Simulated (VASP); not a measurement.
Wanted: the native input for a VASP 6.6.1 run.

| Property | Result |
| --- | --- |
| Task | single point |
| Functional | r2SCAN |
| Potentials or basis | VASP PAW PBE potentials, release 64 (Ni) |
| Cutoff | 520 eV |
| k mesh | 13 × 13 × 13 |
| Occupations | fermi-dirac, width 0.05 eV |
| Spin | collinear spin, ferromagnetic start |
| Starting moments | [0.7] μB |
| Dipole correction | no |
| Further INCAR settings | ALGO = Normal; EDIFF = 1e-06; NBANDS = 15 |

The system is Ni.

```xyz
1
Lattice="0.0000 1.7324 1.7324 1.7324 0.0000 1.7324 1.7324 1.7324 0.0000" Properties=species:S:1:pos:R:3 pbc="T T T"
Ni    0.0000    0.0000    0.0000
```

These files were run (other wordings do the same):

POSCAR

```
Ni
1.0
    0.0000000000      1.7324120000      1.7324120000
    1.7324120000      0.0000000000      1.7324120000
    1.7324120000      1.7324120000      0.0000000000
Ni
1
Direct
    0.0000000000      0.0000000000      0.0000000000
```

INCAR.step1

```
ALGO     = Normal         # electronic algorithm
EDIFF    = 1E-4           # SCF threshold, eV
ENCUT    = 520            # plane-wave cutoff, eV
GGA      = PE             # functional
ISMEAR   = -1             # smearing method
ISPIN    = 2              # spin polarisation
LASPH    = True           # aspherical terms in the spheres
LCHARG   = False          # write CHGCAR
LMAXMIX  = 4              # l up to which the mixer works
LREAL    = False          # projectors in reciprocal space
LWAVE    = True           # write WAVECAR
MAGMOM   = 0.7            # initial moments
NBANDS   = 15             # bands
NELM     = 150            # most SCF steps
PREC     = Accurate       # precision mode
SIGMA    = 0.05           # smearing width, eV
```

INCAR.step2

```
ALGO     = Normal         # electronic algorithm
EDIFF    = 1E-6           # SCF threshold, eV
ENCUT    = 520            # plane-wave cutoff, eV
ISIF     = 2              # what is computed and relaxed
ISMEAR   = -1             # smearing method
ISPIN    = 2              # spin polarisation
ISTART   = 1            
LASPH    = True           # aspherical terms in the spheres
LCHARG   = True           # write CHGCAR
LELF     = True           # ELF
LMAXMIX  = 4              # l up to which the mixer works
LMIXTAU  = True         
LORBIT   = 11             # projections on sites
LREAL    = False          # projectors in reciprocal space
LVHAR    = True         
LWAVE    = False          # write WAVECAR
MAGMOM   = 0.7            # initial moments
METAGGA  = R2SCAN         # meta-GGA
NBANDS   = 15             # bands
NELM     = 150            # most SCF steps
PREC     = Accurate       # precision mode
SIGMA    = 0.05           # smearing width, eV
```

KPOINTS

```
k-points
0
Gamma
  13 13 13
```

Potentials or basis: VASP PAW PBE potentials, release 64 (Ni).

Command:

```sh
$ cat potpaw_PBE.64/Ni/POTCAR > POTCAR
$ cp INCAR.step1 INCAR
$ mpirun -np 1 vasp_std > vasp.out
$ cp INCAR.step2 INCAR
$ mpirun -np 1 vasp_std > vasp.out
```

Results of the run:

```yaml
Pressure: 2.4 GPa
Net_moment: 0.67 μB per cell
Site_moments: Ni +0.68 μB
Valence_electrons_inside_the_program's_atomic_spheres: Ni 9.43
```

Caveat: the PAW data sets were made with another functional, which shifts forces and pressure a little.

Wall time 65 s on 1 thread of Intel Xeon 6975P-C (shared host), peak memory 0.14 GiB.
